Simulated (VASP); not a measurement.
MgF2, 6 atoms in the cell. It takes space group P4_2/mnm (No. 136, tetragonal). The conventional cell has a = 4.622 Å, b = 4.622 Å, c = 3.046 Å, α = 90.00°, β = 90.00°, γ = 90.00°. Within 2.6 Å of Mg (site symmetry mmm) lie 6 F at 1.98 to 1.99 Å. F (site symmetry m2m) has 3 Mg at 1.98 to 1.99 Å and 1 F at 2.58 Å within 2.6 Å. 

| Item | Value |
| --- | --- |
| Program | VASP 6.6.1 |
| Task | single point |
| Functional | r2SCAN |
| Potentials or basis | VASP PAW PBE potentials, release 64 (Mg_sv, F) |
| Cutoff | 920 eV |
| k mesh | 6 × 6 × 8 |
| Occupations | fermi-dirac, width 0.02 eV |
| Spin | no spin polarisation |
| Dipole correction | no |
| Further INCAR settings | ALGO = Normal; EDIFF = 1e-06; NBANDS = 33 |

Potentials or basis: VASP PAW PBE potentials, release 64 (Mg_sv, F).

Command:

```console
$ cat potpaw_PBE.64/Mg_sv/POTCAR potpaw_PBE.64/F/POTCAR > POTCAR
$ cp INCAR.step1 INCAR
$ mpirun -np 1 vasp_std > vasp.out
$ cp INCAR.step2 INCAR
$ mpirun -np 1 vasp_std > vasp.out
```

Hardware: 1 thread of Intel(R) Xeon(R) Platinum 8259CL CPU @ 2.50GHz (Skylake/Cascade Lake) (shared host).

**Question.** How long does it take, and how much memory?

**Answer.** Wall time 8.5 min on 1 thread of Intel(R) Xeon(R) Platinum 8259CL CPU @ 2.50GHz (Skylake/Cascade Lake), on a shared host, peak memory 0.39 GiB. Counts: k points 50.
